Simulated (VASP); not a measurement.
# Ca2ZrN3 (P4/mmm) in VASP: single point with PBE

Aim: the single point of Ca2ZrN3 with PBE.

Everything below comes from runs of VASP 6.6.1. Logs are shortened: lines on timing, memory, paths and dates and some standing lists are left out, and cuts for length are marked.

### 1 The cell of the first run

It takes space group P4/mmm (No. 123, tetragonal). The conventional cell has a = 3.176 Å, b = 3.176 Å, c = 11.820 Å, α = 90.00°, β = 90.00°, γ = 90.00°. Ca (site symmetry 4mm) has 4 Zr at 2.73 Å and 5 Ca at 3.12 to 3.18 Å and 4 N at 3.29 Å within 3.6 Å. Zr (site symmetry 4/mmm) has 8 Ca at 2.73 Å and 4 Zr at 3.18 Å within 3.6 Å. Within 3.9 Å of N (site symmetry 4mm) lie 9 N at 2.97 to 3.90 Å and 4 Ca at 3.29 Å. N (site symmetry 4/mmm) has 12 N at 2.97 to 3.18 Å within 3.9 Å.

### 2 Single point, PBE

INCAR reads:

```
SYSTEM = Ca2ZrN3
ALGO = Normal
EDIFF = 1E-6
ENCUT = 520
GGA = PE
ISIF = 2
ISMEAR = 0
LASPH = .TRUE.
LCHARG = .FALSE.
LREAL = .FALSE.
LWAVE = .FALSE.
NBANDS = 32
NELM = 100
PREC = Accurate
SIGMA = 0.1
```

KPOINTS reads:

```
k-points
0
G
  6 6 2
  0 0 0
```

POSCAR reads:

```
Ca2ZrN3
1.0
    3.1764850300      0.0000000000      0.0000000000
    0.0000000000      3.1764850300      0.0000000000
    0.0000000000      0.0000000000     11.8203347400
Ca Zr N
2 1 3
Direct
    0.5000000000      0.5000000000      0.8681410000
    0.5000000000      0.5000000000      0.1318590000
    0.0000000000      0.0000000000      0.0000000000
    0.0000000000      0.0000000000      0.6647679800
    0.0000000000      0.0000000000      0.3352320200
    0.5000000000      0.5000000000      0.5000000000
```

Potentials or basis: VASP PAW PBE potentials, release 64 (Ca_sv, Zr_sv, N).

Run with:

```
$ cat potpaw_PBE.64/Ca_sv/POTCAR potpaw_PBE.64/Zr_sv/POTCAR potpaw_PBE.64/N/POTCAR > POTCAR
$ mpirun -np 1 vasp_std > vasp.out
```

OUTCAR:

```text
SYSTEM = Ca2ZrN3
   EDIFF = 1E-6
   ENCUT = 520
   GGA = PE
   ISIF = 2
   ISMEAR = 0
   LASPH = .TRUE.
   LREAL = .FALSE.
   NELM = 100
   PREC = Accurate

 ion  position               nearest neighbor table
   1  0.500  0.500  0.868-   3 2.73   3 2.73   3 2.73   3 2.73   2 3.12
   2  0.500  0.500  0.132-   3 2.73   3 2.73   3 2.73   3 2.73   1 3.12
   3  0.000  0.000  0.000-   1 2.73   2 2.73   1 2.73   2 2.73   1 2.73   2 2.73   1 2.73   2 2.73

   4  0.000  0.000  0.665-
   5  0.000  0.000  0.335-
   6  0.500  0.500  0.500-

  LATTYP: Found a simple tetragonal cell.
 ALAT       =     3.1764850300
 C/A-ratio  =     3.7211995739

  Lattice vectors:

 A1 = (   3.1764850300,   0.0000000000,   0.0000000000)
 A2 = (   0.0000000000,   3.1764850300,   0.0000000000)
 A3 = (   0.0000000000,   0.0000000000,  11.8203347400)

Analysis of symmetry for initial positions (statically):
=====================================================================
 Subroutine PRICEL returns:
 Original cell was already a primitive cell.

 Routine SETGRP: Setting up the symmetry group for a
 simple tetragonal supercell.

 Subroutine GETGRP returns: Found 16 space group operations
 (whereof 16 operations were pure point group operations)
 out of a pool of 16 trial point group operations.

The static configuration has the point symmetry D_4h.

Analysis of symmetry for dynamics (positions and initial velocities):
=====================================================================
 Subroutine PRICEL returns:
 Original cell was already a primitive cell.

 Routine SETGRP: Setting up the symmetry group for a
 simple tetragonal supercell.

 Subroutine GETGRP returns: Found 16 space group operations
 (whereof 16 operations were pure point group operations)
 out of a pool of 16 trial point group operations.

The dynamic configuration has the point symmetry D_4h.

 Subroutine INISYM returns: Found 16 space group operations
 (whereof 16 operations are pure point group operations),
 and found     1 'primitive' translations

----------------------------------------------------------------------------------------

                                     Primitive cell

  volume of cell :     119.2679

  direct lattice vectors                    reciprocal lattice vectors
     3.176485030  0.000000000  0.000000000     0.314813384  0.000000000  0.000000000
     0.000000000  3.176485030  0.000000000     0.000000000  0.314813384  0.000000000
     0.000000000  0.000000000 11.820334740     0.000000000  0.000000000  0.084599973

  length of vectors
     3.176485030  3.176485030 11.820334740     0.314813384  0.314813384  0.084599973

  position of ions in fractional coordinates (direct lattice)
     0.500000000  0.500000000  0.868141000
     0.500000000  0.500000000  0.131859000
     0.000000000  0.000000000  0.000000000
     0.000000000  0.000000000  0.664767980
     0.000000000  0.000000000  0.335232020
     0.500000000  0.500000000  0.500000000

  ion indices of the primitive-cell ions
   primitive index   ion index
                 1           1
                 2           2
                 3           3
                 4           4
                 5           5
                 6           6

----------------------------------------------------------------------------------------

 KPOINTS: k-points

Automatic generation of k-mesh.
 Grid dimensions read from file:
 generate k-points for:    6    6    2

 Generating k-lattice:

  Cartesian coordinates                     Fractional coordinates (reciprocal lattice)
     0.052468897  0.000000000  0.000000000     0.166666667  0.000000000  0.000000000
     0.000000000  0.052468897  0.000000000     0.000000000  0.166666667  0.000000000
     0.000000000  0.000000000  0.042299987     0.000000000  0.000000000  0.500000000

  Length of vectors
     0.052468897  0.052468897  0.042299987

  Shift w.r.t. Gamma in fractional coordinates (k-lattice)
     0.000000000  0.000000000  0.000000000

 Subroutine IBZKPT returns following result:
 ===========================================

 Found     20 irreducible k-points:

 Following reciprocal coordinates:
            Coordinates               Weight
  0.000000  0.000000  0.000000      1.000000
  0.166667  0.000000  0.000000      4.000000
  0.333333  0.000000  0.000000      4.000000
  0.500000  0.000000  0.000000      2.000000
  0.166667  0.166667  0.000000      4.000000
  0.333333  0.166667  0.000000      8.000000
[... 12 lines left out ...]
  0.500000  0.333333  0.500000      4.000000
  0.500000  0.500000  0.500000      1.000000
   k-points           NKPTS =     20   k-points in BZ     NKDIM =     20   number of bands    NBANDS=     32
   number of dos      NEDOS =    301   number of ions     NIONS =      6
   total plane-waves  NPLWV =  51840
   dimension x,y,z NGX =    24 NGY =   24 NGZ =   90
   dimension x,y,z NGXF=    48 NGYF=   48 NGZF=  180
   ions per type =               2   1   3
   NGX,Y,Z   is equivalent  to a cutoff of  12.56, 12.56, 12.66 a.u.
   NGXF,Y,Z  is equivalent  to a cutoff of  25.12, 25.12, 25.32 a.u.
 SYSTEM =  Ca2ZrN3
   PREC   = accura    normal or accurate (medium, high low for compatibility)
   ISTART =      0    job   : 0-new  1-cont  2-samecut
   ICHARG =      2    charge: 1-file 2-atom 10-const
   ISPIN  =      1    spin polarized calculation?
   LNONCOLLINEAR =      F non collinear calculations
   LSORBIT =      F    spin-orbit coupling
   LASPH  =      T    aspherical Exc in radial PAW
   ENCUT  =  520.0 eV  38.22 Ry    6.18 a.u.   5.91  5.91 21.98*2*pi/ulx,y,z
   NELM   =    100;   NELMIN=  2; NELMDL= -5     # of ELM steps
   EDIFF  = 0.1E-05   stopping-criterion for ELM
   LREAL  =      F    real-space projection
   EDIFFG = 0.1E-04   stopping-criterion for IOM
   NSW    =      0    number of steps for IOM
   IBRION =     -1    ionic relax: 0-MD 1-quasi-New 2-CG
   NFREE  =      0    steps in history (QN), initial steepest desc. (CG)
   ISIF   =      2    stress and relaxation
   ISYM   =      2    0-nonsym 1-usesym 2-fastsym
   POTIM  = 0.5000    time-step for ionic-motion
   TEBEG  =    0.0;   TEEND  =   0.0 temperature during run
   PSTRESS=    0.0 pullay stress
   NELECT =      47.0000    total number of electrons
   NUPDOWN=      -1.0000    fix difference up-down
   EMIN   =  10.00;   EMAX   =-10.00  energy-range for DOS
   EFERMI =   0.00;   METHOD = LEGACY
   ISMEAR =     0;   SIGMA  =   0.10  broadening in eV -4-tet -1-fermi 0-gaus
   EFERMI_NEDOS =   21; number of points for ismear=-14 and -15
   IALGO  =     38    algorithm
   IMIX   =      4    mixing-type and parameters
     AMIX     =   0.40;   BMIX     =  1.00
     AMIX_MAG =   1.60;   BMIX_MAG =  1.00
  volume/ion in A,a.u.               =      19.88       134.14
  Fermi-wavevector in a.u.,A,eV,Ry     =   1.200235  2.268115 19.600067  1.440564
  Thomas-Fermi vector in A             =   2.336076
   LORBIT       =      0    0 simple, 1 ext, 2 COOP (PROOUT), +10 PAW based schemes
   GGA     = PE    functional components
   LHFCALC =     F    Hartree Fock is set to
   AEXX    =    0.0000 exact exchange contribution
   IVDW    =     0    specifies the selected vdW correction
   LEPSILON=     F    determine dielectric tensor
   LRPA    =     F    only Hartree local field effects (RPA)
 non-spin polarized calculation
 Gauss-broadening in eV      SIGMA  =   0.10
  energy-cutoff  :      520.00
  volume of cell :      119.27
 maximum number of plane-waves:      3272
 NGX is ok and might be reduce to    24
   NGX = 11   NGY = 11   NGZ = 43

 number of electron      46.9999992 magnetization

 Free energy of the ion-electron system (eV)
  ---------------------------------------------------
  ext. energy  EPLUGINS =         0.00000000
  ---------------------------------------------------
  free energy    TOTEN  =       -15.48724152 eV

  energy without entropy =      -15.41524933  energy(sigma->0) =      -15.45124543

 E-fermi :   2.1494     XC(G=0):  -9.3399

 val. band max:        2.1470497931   @ k =   0.3333   0.1667   0.0000
 cond. band min:       2.1551680686   @ k =   0.3333   0.0000   0.0000
 fundamental gap:      0.0081182755
 Fermi energy:         2.1493817230

 k-point     1 :       0.0000    0.0000    0.0000
  band No.  band energies     occupation
      1     -45.8227      2.00000
      2     -37.9781      2.00000
      3     -37.9728      2.00000
      4     -24.1596      2.00000
      5     -23.8236      2.00000
      6     -23.8236      2.00000
[... 24 lines left out ...]
     31       4.2886      0.00000
     32       4.9233      0.00000

 k-point     2 :       0.1667    0.0000    0.0000
  band No.  band energies     occupation
      1     -45.8040      2.00000
      2     -37.9714      2.00000
      3     -37.9531      2.00000
      4     -24.1761      2.00000
      5     -23.9996      2.00000
      6     -23.7920      2.00000
[... 24 lines left out ...]
     31       4.0306      0.00000
     32       5.3670      0.00000

 k-point     3 :       0.3333    0.0000    0.0000
  band No.  band energies     occupation
      1     -45.7663      2.00000
      2     -37.9585      2.00000
      3     -37.9132      2.00000
      4     -24.3273      2.00000
      5     -24.2143      2.00000
      6     -23.7274      2.00000
[... 24 lines left out ...]
     31       4.9081      0.00000
     32       5.2939      0.00000

 k-point     4 :       0.5000    0.0000    0.0000
  band No.  band energies     occupation
      1     -45.7473      2.00000
      2     -37.9522      2.00000
      3     -37.8930      2.00000
      4     -24.4808      2.00000
      5     -24.2361      2.00000
      6     -23.6945      2.00000
[... 514 lines left out ...]
     31       4.4863      0.00000
     32       6.3760      0.00000

 k-point    19 :       0.5000    0.3333    0.5000
  band No.  band energies     occupation
      1     -45.7011      2.00000
      2     -37.8925      2.00000
      3     -37.8420      2.00000
      4     -24.4752      2.00000
      5     -24.2950      2.00000
      6     -24.0786      2.00000
[... 24 lines left out ...]
     31       4.3961      0.00000
     32       6.3859      0.00000

 k-point    20 :       0.5000    0.5000    0.5000
  band No.  band energies     occupation
      1     -45.6855      2.00000
      2     -37.8724      2.00000
      3     -37.8249      2.00000
      4     -24.4770      2.00000
      5     -24.4770      2.00000
      6     -24.0232      2.00000
[... 24 lines left out ...]
     31       4.3635      0.00000
     32       7.3636      0.00000

------------------------ aborting loop because EDIFF is reached ----------------------------------------

  FORCE on cell =-STRESS in cart. coord.  units (eV):
  Direction    XX          YY          ZZ          XY          YZ          ZX
  --------------------------------------------------------------------------------------
  -------------------------------------------------------------------------------------
  Total        7.4200564      7.4200564      4.6778598      0.0000000      0.0000000      0.0000000
  in kB       99.6768691     99.6768691     62.8397403      0.0000000      0.0000000      0.0000000
  external PRESSURE =      87.3978262 kB  Pullay stress =       0.0000000 kB

 VOLUME and BASIS-vectors are now :
 -----------------------------------------------------------------------------
  energy-cutoff  :      520.00
  volume of cell :      119.27
      direct lattice vectors                 reciprocal lattice vectors
     3.176485030  0.000000000  0.000000000     0.314813384  0.000000000  0.000000000
     0.000000000  3.176485030  0.000000000     0.000000000  0.314813384  0.000000000
     0.000000000  0.000000000 11.820334740     0.000000000  0.000000000  0.084599973

 POSITION                                       TOTAL-FORCE (eV/Angst)
 -----------------------------------------------------------------------------------
      1.58824      1.58824     10.26172        -0.000000     -0.000000     -7.267362
      1.58824      1.58824      1.55862        -0.000000      0.000000      7.267362
      0.00000      0.00000      0.00000        -0.000000     -0.000000     -0.000000
      0.00000      0.00000      7.85778         0.000000     -0.000000      0.345894
      0.00000      0.00000      3.96255         0.000000      0.000000     -0.345894
      1.58824      1.58824      5.91017        -0.000000     -0.000000     -0.000000
 -----------------------------------------------------------------------------------
    total drift:                                0.000000     -0.000000      0.000000

  FREE ENERGIE OF THE ION-ELECTRON SYSTEM (eV)
  ---------------------------------------------------
  free  energy   TOTEN  =       -15.4872415206 eV

  energy  without entropy=      -15.4152493303  energy(sigma->0) =      -15.45124543
```

It took 46 s on 1 thread of Intel Xeon 6975P-C (Granite Rapids), shared host; peak memory 0.25 GiB.

Results:

- Free energy: -15.4872 eV
- Pressure: 8.7 GPa
- Largest force: 7.267 eV/Å

Forces on the atoms (eV/Å):
```
Ca   0.000  0.000 -7.267
Ca   0.000  0.000  7.267
Zr   0.000  0.000  0.000
N    0.000  0.000  0.346
N    0.000  0.000 -0.346
N    0.000  0.000  0.000
```

Caveat: forces of over 1 eV/Å act on the atoms, so gaps and moduli don't describe the material at rest.
